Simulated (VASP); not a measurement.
Here is a VASP 6.6.1 calculation.

INCAR

```
SYSTEM = As
PREC = Accurate
ENCUT = 600
EDIFF = 1E-6
ISMEAR = -1
SIGMA = 0.05
LREAL = .FALSE.
LASPH = .TRUE.
NELM = 60
ALGO = Normal
ISIF = 3
LWAVE = .FALSE.
LCHARG = .FALSE.
GGA = PS
IBRION = 2
NSW = 60
EDIFFG = -0.01
PSTRESS = 50.0
```

KPOINTS

```
Automatic mesh
0
G
  9 9 9
  0 0 0
```

Contents of POSCAR:

```
As
1.0
    1.8807968987      1.0858785957      3.5140619945
   -1.8807968987      1.0858785957      3.5140619945
    0.0000000000     -2.1717571915      3.5140619945
As
2
Direct
    0.2260000000      0.2260000000      0.2260000000
    0.7740000000      0.7740000000      0.7740000000
```

Potentials or basis: VASP PAW PBE potentials, release 64 (As).

Command:

```bash
$ cat potpaw_PBE.64/As/POTCAR > POTCAR
$ mpirun -np 1 vasp_std > vasp.out
```

(1) Predict the space group after relaxing (to 0.05 Å).

(2) Predict the band gap on the k mesh.

Answers

(1) R-3m (No. 166).

(2) zero (band 5 reaches 6.49 eV, above the bottom of band 6 at 6.41 eV).

Caveat: the cell is relaxed towards a set pressure, so the enthalpy falls and the energy may rise.
